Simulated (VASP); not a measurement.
# H24CO11 in VASP: a series of runs

Runs on H24CO11. Level: PBE+D3(BJ). Tasks: single point.

All numbers are computed with VASP 6.6.1; they aren't measurements. Logs are shortened: lines on timing, memory, paths and dates and some standing lists are left out, and cuts for length are marked.

### 1 The cell of the first run

The cell holds a disordered packing, 36 atoms: a = 7.160 Å, b = 7.160 Å, c = 7.160 Å, α = 90.00°, β = 90.00°, γ = 90.00°.

### 2 Single point, PBE+D3(BJ)

INCAR

```
PREC = Accurate
ENCUT = 520
EDIFF = 1E-6
ISMEAR = -1
SIGMA = 0.02
LREAL = Auto
LASPH = T
NELM = 100
ALGO = Normal
ISIF = 2
LWAVE = F
LCHARG = F
GGA = PE
IVDW = 12
NBANDS = 71
```

KPOINTS

```
regular mesh
0
Gamma
  1 1 1
```

POSCAR

```
H24CO11
1.0
    7.1595990000      0.0000000000      0.0000000000
    0.0000000000      7.1595990000      0.0000000000
    0.0000000000      0.0000000000      7.1595990000
O H C
11 24 1
Direct
    0.5085145357      0.2174072879      0.9552300902
    0.2130996369      0.9687353185      0.5225420045
    0.9011556486      0.4296455458      0.4188319546
    0.8252841855      0.1059746944      0.2069274896
    0.6826951651      0.7815988729      0.3642662198
    0.0368792057      0.8255524323      1.0171523266
    0.3637211112      0.6493718128      0.7470587534
    0.3765022990      0.8955982976      0.1623176333
    0.7275040361      0.8985907289      0.7287343392
    0.8216831687      0.2848513113      0.7729794194
    0.2735412656      0.3470044378      0.5201450208
    0.6173686294      0.2598275138      0.8764862801
    0.4168768342      0.3176817585      0.9417556955
    0.2615008764      0.8703085029      0.6054546381
    0.2647079283      0.9387959325      0.3982749085
    0.8788852444      0.3159503327      0.3421776626
    1.0389251441      0.4320680333      0.4304569388
    0.7796326986     -0.0059829684      0.2755071324
    0.7159335265      0.1487639095      0.1358320108
    0.5716742302      0.7817797290      0.2814089001
    0.7547665653      0.6663403286      0.3441165093
   -0.0173455608      0.8034612852      0.8944693928
   -0.0323059618      0.9347143503      1.0639757905
    0.4996882270      0.6474809455      0.7377207264
    0.3225039780      0.5367473237      0.6776933881
    0.4164789309      1.0072728002      0.0929577258
    0.2654508270      0.8500307994      0.0911240571
    0.6083212168      0.9407491553      0.7800597083
    0.7011487195      0.8619592188      0.5979222439
    0.8420515553      0.3467339579      0.6506812449
    0.8376874117      0.1516410167      0.7435883662
    0.5216567336      0.4735652771      0.4429814197
    0.2388346550      0.2147240403      0.5463204466
    0.5395467301      0.2288511357      0.4878070344
    0.4342864249      0.3105104974      0.2755532977
    0.4517048773      0.3386342839      0.4253845302
```

Potentials or basis: VASP PAW PBE potentials, release 64 (O, H, C).

Started as:

```bash
cat potpaw_PBE.64/O/POTCAR potpaw_PBE.64/H/POTCAR potpaw_PBE.64/C/POTCAR > POTCAR
mpirun -np 1 vasp_gam > vasp.out
```

OUTCAR:

```text
PREC = Accurate
   ENCUT = 520
   EDIFF = 1E-6
   ISMEAR = -1
   LREAL = Auto
   LASPH = T
   NELM = 100
   ISIF = 2
   GGA = PE
   IVDW = 12
 IVDW          = 12

 ion  position               nearest neighbor table
   1  0.509  0.217  0.955-  13 0.98  12 1.01
   2  0.213  0.969  0.523-  14 0.98  15 0.99
   3  0.901  0.430  0.419-  17 0.99  16 0.99
   4  0.825  0.106  0.207-  19 0.98  18 1.00
   5  0.683  0.782  0.364-  21 0.98  20 0.99
   6  0.037  0.826  0.017-  22 0.97  23 0.98
   7  0.364  0.649  0.747-  24 0.98  25 0.99
   8  0.377  0.896  0.162-  26 0.98  27 1.00
   9  0.728  0.899  0.729-  28 0.98  29 0.99
  10  0.822  0.285  0.773-  31 0.98  30 0.99
  11  0.274  0.347  0.520-  33 1.00  36 1.45
  12  0.617  0.260  0.876-   1 1.01
  13  0.417  0.318  0.942-   1 0.98
  14  0.262  0.870  0.605-   2 0.98
  15  0.265  0.939  0.398-   2 0.99
  16  0.879  0.316  0.342-   3 0.99
  17  0.039  0.432  0.430-   3 0.99
[... 16 lines left out ...]
  34  0.540  0.229  0.488-  36 1.10
  35  0.434  0.311  0.276-  36 1.10
  36  0.452  0.339  0.425-  32 1.10  35 1.10  34 1.10  11 1.45

  LATTYP: Found a simple cubic cell.
 ALAT       =     7.1595990000

  Lattice vectors:

 A1 = (   7.1595990000,   0.0000000000,   0.0000000000)
 A2 = (   0.0000000000,   7.1595990000,   0.0000000000)
 A3 = (   0.0000000000,   0.0000000000,   7.1595990000)

Analysis of symmetry for initial positions (statically):
=====================================================================
 Subroutine PRICEL returns:
 Original cell was already a primitive cell.

 Routine SETGRP: Setting up the symmetry group for a
 simple cubic supercell.

 Subroutine GETGRP returns: Found  1 space group operations
 (whereof  1 operations were pure point group operations)
 out of a pool of 48 trial point group operations.

The static configuration has the point symmetry C_1 .

Analysis of symmetry for dynamics (positions and initial velocities):
=====================================================================
 Subroutine PRICEL returns:
 Original cell was already a primitive cell.

 Routine SETGRP: Setting up the symmetry group for a
 simple cubic supercell.

 Subroutine GETGRP returns: Found  1 space group operations
 (whereof  1 operations were pure point group operations)
 out of a pool of 48 trial point group operations.

The dynamic configuration has the point symmetry C_1 .

 Subroutine INISYM returns: Found  1 space group operations
 (whereof  1 operations are pure point group operations),
 and found     1 'primitive' translations

----------------------------------------------------------------------------------------

                                     Primitive cell

  volume of cell :     367.0000

  direct lattice vectors                    reciprocal lattice vectors
     7.159599000  0.000000000  0.000000000     0.139672627  0.000000000  0.000000000
     0.000000000  7.159599000  0.000000000     0.000000000  0.139672627  0.000000000
     0.000000000  0.000000000  7.159599000     0.000000000  0.000000000  0.139672627

  length of vectors
     7.159599000  7.159599000  7.159599000     0.139672627  0.139672627  0.139672627

  position of ions in fractional coordinates (direct lattice)
     0.508514536  0.217407288  0.955230090
     0.213099637  0.968735319  0.522542004
     0.901155649  0.429645546  0.418831955
     0.825284186  0.105974694  0.206927490
     0.682695165  0.781598873  0.364266220
     0.036879206  0.825552432  0.017152327
[... 28 lines left out ...]
     0.434286425  0.310510497  0.275553298
     0.451704877  0.338634284  0.425384530

  ion indices of the primitive-cell ions
   primitive index   ion index
                 1           1
                 2           2
                 3           3
                 4           4
                 5           5
                 6           6
[... 28 lines left out ...]
                35          35
                36          36

----------------------------------------------------------------------------------------

 KPOINTS: regular mesh

Automatic generation of k-mesh.
 Grid dimensions read from file:
 generate k-points for:    1    1    1

 Generating k-lattice:

  Cartesian coordinates                     Fractional coordinates (reciprocal lattice)
     0.139672627  0.000000000  0.000000000     1.000000000  0.000000000  0.000000000
     0.000000000  0.139672627  0.000000000     0.000000000  1.000000000  0.000000000
     0.000000000  0.000000000  0.139672627     0.000000000  0.000000000  1.000000000

  Length of vectors
     0.139672627  0.139672627  0.139672627

  Shift w.r.t. Gamma in fractional coordinates (k-lattice)
     0.000000000  0.000000000  0.000000000

 Subroutine IBZKPT returns following result:
 ===========================================

 Found      1 irreducible k-points:

 Following reciprocal coordinates:
            Coordinates               Weight
  0.000000  0.000000  0.000000      1.000000
   k-points           NKPTS =      1   k-points in BZ     NKDIM =      1   number of bands    NBANDS=     71
   number of dos      NEDOS =    301   number of ions     NIONS =     36
   total plane-waves  NPLWV = 157464
   dimension x,y,z NGX =    54 NGY =   54 NGZ =   54
   dimension x,y,z NGXF=   108 NGYF=  108 NGZF=  108
   ions per type =              11  24   1
   NGX,Y,Z   is equivalent  to a cutoff of  12.54, 12.54, 12.54 a.u.
   NGXF,Y,Z  is equivalent  to a cutoff of  25.08, 25.08, 25.08 a.u.
 SYSTEM =  unknown system
   PREC   = accura    normal or accurate (medium, high low for compatibility)
   ISTART =      0    job   : 0-new  1-cont  2-samecut
   ICHARG =      2    charge: 1-file 2-atom 10-const
   ISPIN  =      1    spin polarized calculation?
   LNONCOLLINEAR =      F non collinear calculations
   LSORBIT =      F    spin-orbit coupling
   LASPH  =      T    aspherical Exc in radial PAW
   ENCUT  =  520.0 eV  38.22 Ry    6.18 a.u.  13.31 13.31 13.31*2*pi/ulx,y,z
   NELM   =    100;   NELMIN=  2; NELMDL= -5     # of ELM steps
   EDIFF  = 0.1E-05   stopping-criterion for ELM
   LREAL  =      T    real-space projection
   EDIFFG = 0.1E-04   stopping-criterion for IOM
   NSW    =      0    number of steps for IOM
   IBRION =     -1    ionic relax: 0-MD 1-quasi-New 2-CG
   NFREE  =      0    steps in history (QN), initial steepest desc. (CG)
   ISIF   =      2    stress and relaxation
   ISYM   =      2    0-nonsym 1-usesym 2-fastsym
   POTIM  = 0.5000    time-step for ionic-motion
   TEBEG  =    0.0;   TEEND  =   0.0 temperature during run
   PSTRESS=    0.0 pullay stress
   NELECT =      94.0000    total number of electrons
   NUPDOWN=      -1.0000    fix difference up-down
   EMIN   =  10.00;   EMAX   =-10.00  energy-range for DOS
   EFERMI =   0.00;   METHOD = LEGACY
   ISMEAR =    -1;   SIGMA  =   0.02  broadening in eV -4-tet -1-fermi 0-gaus
   EFERMI_NEDOS =   21; number of points for ismear=-14 and -15
   IALGO  =     38    algorithm
   IMIX   =      4    mixing-type and parameters
     AMIX     =   0.40;   BMIX     =  1.00
     AMIX_MAG =   1.60;   BMIX_MAG =  1.00
  volume/ion in A,a.u.               =      10.19        68.80
  Fermi-wavevector in a.u.,A,eV,Ry     =   1.039670  1.964691 14.706717  1.080913
  Thomas-Fermi vector in A             =   2.174211
   LORBIT       =      0    0 simple, 1 ext, 2 COOP (PROOUT), +10 PAW based schemes
   GGA     = PE    functional components
   LHFCALC =     F    Hartree Fock is set to
   AEXX    =    0.0000 exact exchange contribution
   IVDW    =    12    specifies the selected vdW correction
   LEPSILON=     F    determine dielectric tensor
   LRPA    =     F    only Hartree local field effects (RPA)
 non-spin polarized calculation
  energy-cutoff  :      520.00
  volume of cell :      367.00
 maximum number of plane-waves:      4922
 NGX is ok and might be reduce to    54
   NGX = 27   NGY = 27   NGZ = 27

 number of electron      94.0000010 magnetization

 Free energy of the ion-electron system (eV)
  ---------------------------------------------------
  ext. energy  EPLUGINS =         0.00000000
  ---------------------------------------------------
  free energy    TOTEN  =      -177.28716288 eV

  energy without entropy =     -177.28716288  energy(sigma->0) =     -177.28716288

 E-fermi :  -3.2323     XC(G=0):  -6.7144

 val. band max:       -3.7530319853   @ k =   0.0000   0.0000   0.0000
 cond. band min:       1.1566034257   @ k =   0.0000   0.0000   0.0000
 fundamental gap:      4.9096354110
 Fermi energy:        -3.2323491642

 k-point     1 :       0.0000    0.0000    0.0000
  band No.  band energies     occupation
      1     -22.7689      2.00000
      2     -22.6462      2.00000
      3     -22.4150      2.00000
      4     -22.2761      2.00000
      5     -22.1432      2.00000
      6     -22.0802      2.00000
[... 51 lines left out ...]
     58       6.0069      0.00000
     59       6.0424      0.00000
 [bands above 59 left out]

------------------------ aborting loop because EDIFF is reached ----------------------------------------

 Edisp (eV)   -1.23381

 E8    (eV) :    -0.2558

  FORCE on cell =-STRESS in cart. coord.  units (eV):
  Direction    XX          YY          ZZ          XY          YZ          ZX
  --------------------------------------------------------------------------------------
  -------------------------------------------------------------------------------------
  Total      -2.30582    -2.88389    -0.59848     1.12180     0.75356    -0.81599
  in kB     -10.06629   -12.58991    -2.61271     4.89733     3.28974    -3.56228
  external pressure =       -8.42 kB  Pullay stress =        0.00 kB

 VOLUME and BASIS-vectors are now :
 -----------------------------------------------------------------------------
  energy-cutoff  :      520.00
  volume of cell :      367.00
      direct lattice vectors                 reciprocal lattice vectors
     7.159599000  0.000000000  0.000000000     0.139672627  0.000000000  0.000000000
     0.000000000  7.159599000  0.000000000     0.000000000  0.139672627  0.000000000
     0.000000000  0.000000000  7.159599000     0.000000000  0.000000000  0.139672627

 POSITION                                       TOTAL-FORCE (eV/Angst)
 -----------------------------------------------------------------------------------
      3.64076      1.55655      6.83906        -0.106369      0.135476     -0.006597
      1.52571      6.93576      3.74119         0.067876      0.044210      0.075083
      6.45191      3.07609      2.99867         0.005394     -0.083729     -0.023573
      5.90870      0.75874      1.48152        -0.185128      0.022320     -0.019409
      4.88782      5.59593      2.60800         0.009425     -0.018964     -0.027395
      0.26404      5.91062      0.12280         0.043076      0.044032      0.008867
[... 28 lines left out ...]
      3.10932      2.22313      1.97285        -0.048115      0.020078      0.046260
      3.23403      2.42449      3.04558        -0.067849     -0.055808     -0.013975
 -----------------------------------------------------------------------------------
    total drift:                               -0.006263      0.005472      0.000776

  FREE ENERGIE OF THE ION-ELECTRON SYSTEM (eV)
  ---------------------------------------------------
  free  energy   TOTEN  =      -178.5209716538 eV

  energy  without entropy=     -178.5209716538  energy(sigma->0) =     -178.52097165
```

Wall time 58 s (1 thread of Intel Xeon Platinum 8259CL at 2.50GHz (Skylake/Cascade Lake), shared host); peak memory 0.39 GiB.

What came out:

```yaml
Free_energy: -178.5210 eV
Pressure: -0.8 GPa
Largest_force: 0.221 eV/Å
Band_gap_on_the_k_mesh: 4.91 eV
Dispersion_energy_per_atom: -0.034 eV
```

Forces in eV/Å, atoms in the order of the input:
```
O   -0.106  0.135 -0.007
O    0.068  0.044  0.075
O    0.005 -0.084 -0.024
O   -0.185  0.022 -0.019
O    0.009 -0.019 -0.027
O    0.043  0.044  0.009
O    0.049 -0.076 -0.061
O    0.031  0.015  0.041
O   -0.144  0.007  0.074
O   -0.016 -0.108 -0.095
O    0.150  0.099 -0.037
H    0.204 -0.015 -0.085
H    0.019 -0.159  0.082
H   -0.033 -0.005  0.040
H    0.014  0.034 -0.093
H   -0.066  0.014 -0.010
H    0.008  0.022  0.067
H    0.085 -0.024  0.070
H    0.099  0.059 -0.042
H   -0.046  0.082  0.009
H    0.119 -0.013  0.039
H    0.005 -0.059 -0.077
H   -0.024  0.087  0.120
H   -0.030  0.085  0.050
H   -0.108  0.018  0.000
H    0.039 -0.017  0.002
H   -0.097 -0.064 -0.002
H    0.083 -0.006 -0.035
H    0.037 -0.020 -0.065
H    0.013  0.143 -0.051
H   -0.019 -0.098  0.050
H   -0.045 -0.011  0.005
H   -0.021 -0.177  0.018
H   -0.022  0.079 -0.054
H   -0.048  0.020  0.046
C   -0.068 -0.056 -0.014
```

Levels at points of the mesh, in eV from the valence-band top:
| k point | band 45 | band 46 | band 47 | band 48 | band 49 | band 50 |
| --- | --- | --- | --- | --- | --- | --- |
| (0.00, 0.00, 0.00) | -0.22 | -0.08 | 0.00 | 4.91 | 7.45 | 7.64 |

Caveat: the k points lie up to 0.88 Å⁻¹ apart.

### 3 Single point, PBE+D3(BJ)

INCAR

```
PREC = Accurate
ENCUT = 520
EDIFF = 1E-6
ISMEAR = -1
SIGMA = 0.02
LREAL = Auto
LASPH = True
NELM = 80
ALGO = Normal
ISIF = 2
LWAVE = False
LCHARG = False
GGA = PE
IVDW = 12
NBANDS = 71
```

KPOINTS

```
Automatic mesh
0
Gamma
  1 1 1
```

POSCAR

```
H24CO11
1.0
    7.1595990000      0.0000000000      0.0000000000
    0.0000000000      7.1595990000      0.0000000000
    0.0000000000      0.0000000000      7.1595990000
O H C
11 24 1
Direct
    0.5038969361      0.2067294551      0.9678475010
    0.2181127742      0.9661993640      0.5186323983
    0.8681212453      0.4195765713      0.3918515548
    0.8555926107      0.1114587563      0.1865607278
    0.6918264556      0.7987458515      0.3563188385
    0.0491507974      0.8067630603      1.0198615872
    0.3405358317      0.6877899167      0.7543299562
    0.3673669433      0.8831081182      0.1646879944
    0.7697358469      0.8903710948      0.7410610566
    0.8242919750      0.2649589733      0.7370105505
    0.3203810716      0.3370579833      0.6176602908
    0.6150344454      0.2392312754      0.8766692101
    0.4087100409      0.2137410210      0.8686939031
    0.2697916462      0.8734427724      0.6097268855
    0.2863009507      0.9359043712      0.3975222635
    0.8814320467      0.2994581121      0.3164423035
    0.9949439906      0.4498994986      0.4247304912
    0.8188028408      0.0187300993      0.2754064858
    0.7510476495      0.1466422910      0.1192804234
    0.5645288235      0.7742752073      0.3203671044
    0.7580173135      0.6760574161      0.3361082094
   -0.0033940448      0.7327924371      0.9126628461
   -0.0471674461      0.9001900805      1.0529779671
    0.4713113123      0.6642690464      0.7844713091
    0.3095285085      0.5662467968      0.6951506642
    0.4025085762      1.0138277297      0.1236102748
    0.2580451782      0.8459831340      0.0934689219
    0.6776915858      0.9723030578      0.8053383995
    0.7007375692      0.8438461428      0.6303704998
    0.8491397353      0.3219873068      0.6016957095
    0.8762501922      0.1382060643      0.7296498030
    0.4313370064      0.5344154051      0.4212666100
    0.2495949843      0.2213112773      0.5962903788
    0.5376139083      0.2834795636      0.4244371787
    0.3111487110      0.3327001973      0.3186491310
    0.4064613116      0.3724230924      0.4352199055
```

Potentials or basis: VASP PAW PBE potentials, release 64 (O, H, C).

Started as:

```bash
cat potpaw_PBE.64/O/POTCAR potpaw_PBE.64/H/POTCAR potpaw_PBE.64/C/POTCAR > POTCAR
mpirun -np 1 vasp_gam > vasp.out
```

Wall time 69 s (1 thread of Intel Xeon Platinum 8259CL at 2.50GHz (Skylake/Cascade Lake), shared host); peak memory 0.36 GiB.

The run converged. Its results:

```
Free energy                : -176.9444 eV
Pressure                   : -1.4 GPa
Largest force              : 3.031 eV/Å
Band gap on the k mesh     : 4.55 eV
Dispersion energy per atom : -0.034 eV
```

Forces on the atoms (eV/Å):
```
O    1.462  0.390 -1.904
O    0.736 -0.178 -0.437
O    0.024 -0.513 -0.007
O    2.924  0.394  0.697
O    1.418 -1.128  0.513
O   -1.113 -0.758 -0.880
O    0.362 -0.431 -0.302
O    1.608  1.662  0.884
O   -1.077  0.064  0.298
O    0.455  0.811 -1.543
O   -0.023  0.414 -1.037
H   -0.763 -0.113  1.188
H   -0.256  0.085  0.389
H   -0.277  0.283 -0.206
H   -0.719  0.232  0.618
H   -0.221  0.469 -0.062
H    0.641  0.422 -0.008
H   -0.741 -1.265  0.820
H   -2.518  0.638 -1.445
H   -0.845  0.267 -0.713
H   -0.411  0.913  0.248
H    0.547  0.999  1.056
H    0.462 -0.267 -0.193
H    0.017  0.378  0.279
H   -0.346  0.057  0.293
H   -0.208 -1.430  0.024
H   -1.015 -0.249 -0.619
H    0.371 -0.697 -0.327
H    0.493  0.254 -0.065
H   -0.809 -0.687  1.960
H   -0.088  0.032 -0.130
H   -0.001 -2.168  0.292
H   -0.117 -0.699  0.095
H   -0.810  1.038 -0.006
H    0.243  0.058  0.404
C    0.595  0.720 -0.171
```

Stress tensor (GPa, compression positive):
```
 0.70  0.82  1.59
 0.82 -2.92  0.00
 1.59  0.00 -2.10
```

Levels at points of the mesh, in eV from the valence-band top:
```csv
k point,band 45,band 46,band 47,band 48,band 49,band 50
"(0.00, 0.00, 0.00)",-0.21,-0.11,0.00,4.55,7.04,7.11
```

Caveat: the k points lie up to 0.88 Å⁻¹ apart.

(Continued in part 2 of 2.)
